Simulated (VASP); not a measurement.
# InP (F-43m) in VASP: single point with r2SCANh

Aim: the single point of InP with r2SCANh.

All numbers are computed with VASP 6.6.1; they aren't measurements. Logs are shortened: lines on timing, memory, paths and dates and some standing lists are left out, and cuts for length are marked.

## 1. The cell of the first run

Symmetry: F-43m, No. 216, cubic system. The conventional cell has a = 5.907 Å, b = 5.907 Å, c = 5.907 Å, α = 90.00°, β = 90.00°, γ = 90.00°. In (site symmetry -43m) has 4 P at 2.56 Å within 3.4 Å. P (site symmetry -43m) has 4 In at 2.56 Å within 3.4 Å.

## 2. Single point, r2SCANh

POSCAR

```
InP
1.0
    0.0000000000      2.9537461080      2.9537461080
    2.9537461080      0.0000000000      2.9537461080
    2.9537461080      2.9537461080      0.0000000000
In P
1 1
Direct
    0.0000000000      0.0000000000      0.0000000000
    0.7500000005      0.7500000005      0.7500000005
```

INCAR.step1

```
PREC = Accurate
ENCUT = 440
EDIFF = 1E-5
ISMEAR = -1
SIGMA = 0.01
LREAL = F
LASPH = T
NELM = 120
ALGO = Normal
ISIF = 2
LWAVE = T
GGA = PE
NBANDS = 16
GGA_COMPAT = F
```

INCAR.step2

```
PREC = Accurate
ENCUT = 440
EDIFF = 1E-6
ISMEAR = -1
SIGMA = 0.01
LREAL = F
LASPH = T
NELM = 120
ALGO = Normal
ISIF = 2
LWAVE = F
LCHARG = T
METAGGA = R2SCAN
LHFCALC = T
AEXX = 0.1
LMIXTAU = T
PRECFOCK = Normal
LELF = T
LVHAR = T
ISTART = 1
NBANDS = 16
GGA_COMPAT = F
```

KPOINTS

```
Automatic mesh
0
Gamma
  5 5 5
```

Potentials or basis: VASP PAW PBE potentials, release 64 (In_d, P).

Command:

```bash
$ cat potpaw_PBE.64/In_d/POTCAR potpaw_PBE.64/P/POTCAR > POTCAR
$ cp INCAR.step1 INCAR
$ mpirun -np 1 vasp_std > vasp.out
$ cp INCAR.step2 INCAR
$ mpirun -np 1 vasp_std > vasp.out
```

OUTCAR:

```text
PREC = Accurate
   ENCUT = 440
   EDIFF = 1E-6
   ISMEAR = -1
   LREAL = F
   LASPH = T
   NELM = 120
   ISIF = 2
   METAGGA = R2SCAN
   LHFCALC = T
   AEXX = 0.1
   PRECFOCK = Normal
   ISTART = 1

 ion  position               nearest neighbor table
   1  0.000  0.000  0.000-   2 2.56   2 2.56   2 2.56   2 2.56
   2  0.750  0.750  0.750-   1 2.56   1 2.56   1 2.56   1 2.56

  LATTYP: Found a face centered cubic cell.
 ALAT       =     5.9074922160

  Lattice vectors:

 A1 = (   0.0000000000,   2.9537461080,   2.9537461080)
 A2 = (   2.9537461080,   0.0000000000,   2.9537461080)
 A3 = (   2.9537461080,   2.9537461080,   0.0000000000)

Analysis of symmetry for initial positions (statically):
=====================================================================
 Subroutine PRICEL returns:
 Original cell was already a primitive cell.

 Routine SETGRP: Setting up the symmetry group for a
 face centered cubic supercell.

 Subroutine GETGRP returns: Found 24 space group operations
 (whereof 24 operations were pure point group operations)
 out of a pool of 48 trial point group operations.

The static configuration has the point symmetry T_d .

Analysis of symmetry for dynamics (positions and initial velocities):
=====================================================================
 Subroutine PRICEL returns:
 Original cell was already a primitive cell.

 Routine SETGRP: Setting up the symmetry group for a
 face centered cubic supercell.

 Subroutine GETGRP returns: Found 24 space group operations
 (whereof 24 operations were pure point group operations)
 out of a pool of 48 trial point group operations.

The dynamic configuration has the point symmetry T_d .

 Subroutine INISYM returns: Found 24 space group operations
 (whereof 24 operations are pure point group operations),
 and found     1 'primitive' translations

----------------------------------------------------------------------------------------

                                     Primitive cell

  volume of cell :      51.5406

  direct lattice vectors                    reciprocal lattice vectors
     0.000000000  2.953746108  2.953746108    -0.169276567  0.169276567  0.169276567
     2.953746108  0.000000000  2.953746108     0.169276567 -0.169276567  0.169276567
     2.953746108  2.953746108  0.000000000     0.169276567  0.169276567 -0.169276567

  length of vectors
     4.177227806  4.177227806  4.177227806     0.293195614  0.293195614  0.293195614

  position of ions in fractional coordinates (direct lattice)
     0.000000000  0.000000000  0.000000000
     0.750000001  0.750000001  0.750000001

  ion indices of the primitive-cell ions
   primitive index   ion index
                 1           1
                 2           2

----------------------------------------------------------------------------------------

 KPOINTS: Automatic mesh

Automatic generation of k-mesh.
 Grid dimensions read from file:
 generate k-points for:    5    5    5

 Generating k-lattice:

  Cartesian coordinates                     Fractional coordinates (reciprocal lattice)
    -0.033855313  0.033855313  0.033855313     0.200000000  0.000000000  0.000000000
     0.033855313 -0.033855313  0.033855313     0.000000000  0.200000000  0.000000000
     0.033855313  0.033855313 -0.033855313     0.000000000  0.000000000  0.200000000

  Length of vectors
     0.058639123  0.058639123  0.058639123

  Shift w.r.t. Gamma in fractional coordinates (k-lattice)
     0.000000000  0.000000000  0.000000000

 Subroutine IBZKPT returns following result:
 ===========================================

 Found     10 irreducible k-points:

 Following reciprocal coordinates:
            Coordinates               Weight
  0.000000  0.000000  0.000000      1.000000
  0.200000  0.000000  0.000000      8.000000
  0.400000  0.000000  0.000000      8.000000
  0.200000  0.200000  0.000000      6.000000
  0.400000  0.200000  0.000000     24.000000
 -0.400000  0.200000  0.000000     24.000000
 -0.200000  0.200000  0.000000     12.000000
  0.400000  0.400000  0.000000      6.000000
 -0.400000  0.400000  0.000000     12.000000
 -0.400000  0.400000  0.200000     24.000000
   k-points           NKPTS =     10   k-points in BZ     NKDIM =    125   number of bands    NBANDS=     16
   number of dos      NEDOS =    301   number of ions     NIONS =      2
   total plane-waves  NPLWV =  27000
   dimension x,y,z NGX =    30 NGY =   30 NGZ =   30
   dimension x,y,z NGXF=    60 NGYF=   60 NGZF=   60
   ions per type =               1   1
   NGX,Y,Z   is equivalent  to a cutoff of  11.94, 11.94, 11.94 a.u.
   NGXF,Y,Z  is equivalent  to a cutoff of  23.88, 23.88, 23.88 a.u.
 SYSTEM =  unknown system
   PREC   = accura    normal or accurate (medium, high low for compatibility)
   ISTART =      1    job   : 0-new  1-cont  2-samecut
   ICHARG =      0    charge: 1-file 2-atom 10-const
   ISPIN  =      1    spin polarized calculation?
   LNONCOLLINEAR =      F non collinear calculations
   LSORBIT =      F    spin-orbit coupling
   LASPH  =      T    aspherical Exc in radial PAW
   ENCUT  =  440.0 eV  32.34 Ry    5.69 a.u.   7.14  7.14  7.14*2*pi/ulx,y,z
   NELM   =    120;   NELMIN=  2; NELMDL=  0     # of ELM steps
   EDIFF  = 0.1E-05   stopping-criterion for ELM
   LREAL  =      F    real-space projection
   EDIFFG = 0.1E-04   stopping-criterion for IOM
   NSW    =      0    number of steps for IOM
   IBRION =     -1    ionic relax: 0-MD 1-quasi-New 2-CG
   NFREE  =      0    steps in history (QN), initial steepest desc. (CG)
   ISIF   =      2    stress and relaxation
   ISYM   =      3    0-nonsym 1-usesym 2-fastsym
   POTIM  = 0.5000    time-step for ionic-motion
   TEBEG  =    0.0;   TEEND  =   0.0 temperature during run
   PSTRESS=    0.0 pullay stress
   NELECT =      18.0000    total number of electrons
   NUPDOWN=      -1.0000    fix difference up-down
   EMIN   =  10.00;   EMAX   =-10.00  energy-range for DOS
   EFERMI =   0.00;   METHOD = LEGACY
   ISMEAR =    -1;   SIGMA  =   0.01  broadening in eV -4-tet -1-fermi 0-gaus
   EFERMI_NEDOS =   21; number of points for ismear=-14 and -15
   IALGO  =     38    algorithm
   IMIX   =      1    mixing-type and parameters
     AMIX     =   0.40;   BMIX     =  1.00
     AMIX_MAG =   1.60;   BMIX_MAG =  1.00
  volume/ion in A,a.u.               =      25.77       173.91
  Fermi-wavevector in a.u.,A,eV,Ry     =   1.152876  2.178619 18.083809  1.329123
  Thomas-Fermi vector in A             =   2.289524
   LORBIT       =      0    0 simple, 1 ext, 2 COOP (PROOUT), +10 PAW based schemes
   METAGGA = R2SCAN    functional components
   LHFCALC =     T    Hartree Fock is set to
   PRECFOCK=normal    Normal, Fast or Accurate (Low or Medium for compatibility)
   ENCUT4O =  -1.0   cutoff for four orbital integrals eV
   NKREDX  =     1    reduce k-point grid by
   NKREDY  =     1    reduce k-point grid by
   NKREDZ  =     1    reduce k-point grid by
   AEXX    =    0.1000 exact exchange contribution
   HFSCREEN=    0.0000 screening length (either q_TF or 0.3 A-1)
   HFSCREENC=   0.0000 screening length for correlation (either q_TF or 0.3 A-1)
   ENCUTFOCK=  -1.0 apply spherical cutoff to Coloumb kernel
   IVDW    =     0    specifies the selected vdW correction
   LEPSILON=     F    determine dielectric tensor
   LRPA    =     F    only Hartree local field effects (RPA)
 non-spin polarized calculation
  energy-cutoff  :      440.00
  volume of cell :       51.54
 maximum number of plane-waves:      1103
 NGX is ok and might be reduce to    30
  NGX = 24; NGY = 24; NGZ = 24

 number of electron      17.9999996 magnetization

 Free energy of the ion-electron system (eV)
  ---------------------------------------------------
  ext. energy  EPLUGINS =         0.00000000
  ---------------------------------------------------
  free energy    TOTEN  =       -30.89999452 eV

  energy without entropy =      -30.89999452  energy(sigma->0) =      -30.89999452

 E-fermi :   4.6950     XC(G=0):  -8.9127

 val. band max:        4.4917725289   @ k =   0.0000   0.0000   0.0000
 cond. band min:       6.0123122291   @ k =   0.0000   0.0000   0.0000
 fundamental gap:      1.5205397002
 Fermi energy:         4.6949916612

 k-point     1 :       0.0000    0.0000    0.0000
  band No.  band energies     occupation
      1     -10.7901      2.00000
      2     -10.7901      2.00000
      3     -10.7901      2.00000
      4     -10.6239      2.00000
      5     -10.6239      2.00000
      6      -7.7931      2.00000
[... 8 lines left out ...]
     15      15.0073      0.00000
     16      15.0073      0.00000

 k-point     2 :       0.2000    0.0000    0.0000
  band No.  band energies     occupation
      1     -10.8327      2.00000
      2     -10.7733      2.00000
      3     -10.7733      2.00000
      4     -10.6230      2.00000
      5     -10.6230      2.00000
      6      -7.3302      2.00000
[... 8 lines left out ...]
     15      14.0593      0.00000
     16      14.8893      0.00000

 k-point     3 :       0.4000    0.0000    0.0000
  band No.  band energies     occupation
      1     -10.8961      2.00000
      2     -10.7523      2.00000
      3     -10.7523      2.00000
      4     -10.6147      2.00000
      5     -10.6147      2.00000
      6      -6.2789      2.00000
[... 8 lines left out ...]
     15      15.4245      0.00000
     16      15.4245      0.00000

 k-point     4 :       0.2000    0.2000    0.0000
  band No.  band energies     occupation
      1     -10.8623      2.00000
      2     -10.7554      2.00000
      3     -10.7554      2.00000
      4     -10.6384      2.00000
      5     -10.6123      2.00000
      6      -7.1777      2.00000
[... 8 lines left out ...]
     15      15.4006      0.00000
     16      16.7374      0.00000
[... 58 lines left out ...]
 k-point     8 :       0.4000    0.4000    0.0000
  band No.  band energies     occupation
      1     -10.9589      2.00000
      2     -10.6970      2.00000
      3     -10.6970      2.00000
      4     -10.6669      2.00000
      5     -10.5935      2.00000
      6      -5.7374      2.00000
[... 8 lines left out ...]
     15      16.2862      0.00000
     16      18.7942      0.00000

 k-point     9 :      -0.4000    0.4000    0.0000
  band No.  band energies     occupation
      1     -10.9552      2.00000
      2     -10.7072      2.00000
      3     -10.6961      2.00000
      4     -10.6566      2.00000
      5     -10.5998      2.00000
      6      -5.3306      2.00000
[... 8 lines left out ...]
     15      15.9322      0.00000
     16      18.2972      0.00000

 k-point    10 :      -0.4000    0.4000    0.2000
  band No.  band energies     occupation
      1     -10.9358      2.00000
      2     -10.7298      2.00000
      3     -10.7021      2.00000
      4     -10.6441      2.00000
      5     -10.6078      2.00000
      6      -5.5284      2.00000
[... 8 lines left out ...]
     15      16.3094      0.00000
     16      18.3585      0.00000

------------------------ aborting loop because EDIFF is reached ----------------------------------------

  FORCE on cell =-STRESS in cart. coord.  units (eV):
  Direction    XX          YY          ZZ          XY          YZ          ZX
  --------------------------------------------------------------------------------------
  -------------------------------------------------------------------------------------
  Total       -0.2221009     -0.2221009     -0.2221009     -0.0000000      0.0000000      0.0000000
  in kB       -6.9041701     -6.9041701     -6.9041701     -0.0000000      0.0000000      0.0000000
  external PRESSURE =      -6.9041701 kB  Pullay stress =       0.0000000 kB

 VOLUME and BASIS-vectors are now :
 -----------------------------------------------------------------------------
  energy-cutoff  :      440.00
  volume of cell :       51.54
      direct lattice vectors                 reciprocal lattice vectors
     0.000000000  2.953746108  2.953746108    -0.169276567  0.169276567  0.169276567
     2.953746108  0.000000000  2.953746108     0.169276567 -0.169276567  0.169276567
     2.953746108  2.953746108  0.000000000     0.169276567  0.169276567 -0.169276567

 POSITION                                       TOTAL-FORCE (eV/Angst)
 -----------------------------------------------------------------------------------
      0.00000      0.00000      0.00000         0.000000      0.000000      0.000000
      4.43062      4.43062      4.43062        -0.000000     -0.000000     -0.000000
 -----------------------------------------------------------------------------------
    total drift:                               -0.000034     -0.000034     -0.000020

  FREE ENERGIE OF THE ION-ELECTRON SYSTEM (eV)
  ---------------------------------------------------
  free  energy   TOTEN  =       -30.8999945235 eV

  energy  without entropy=      -30.8999945235  energy(sigma->0) =      -30.89999452
```

Wall time 19 min (1 thread of Oxide Virtual Turin-like, shared host); peak memory 0.15 GiB.

What came out:

```
Free energy            : -30.9000 eV
Pressure               : -0.7 GPa
Band gap on the k mesh : 1.52 eV
```

Caveat: the PAW data sets were made with another functional, which shifts forces and pressure a little; spin-orbit coupling is left out, which moves the levels of the heavy elements.
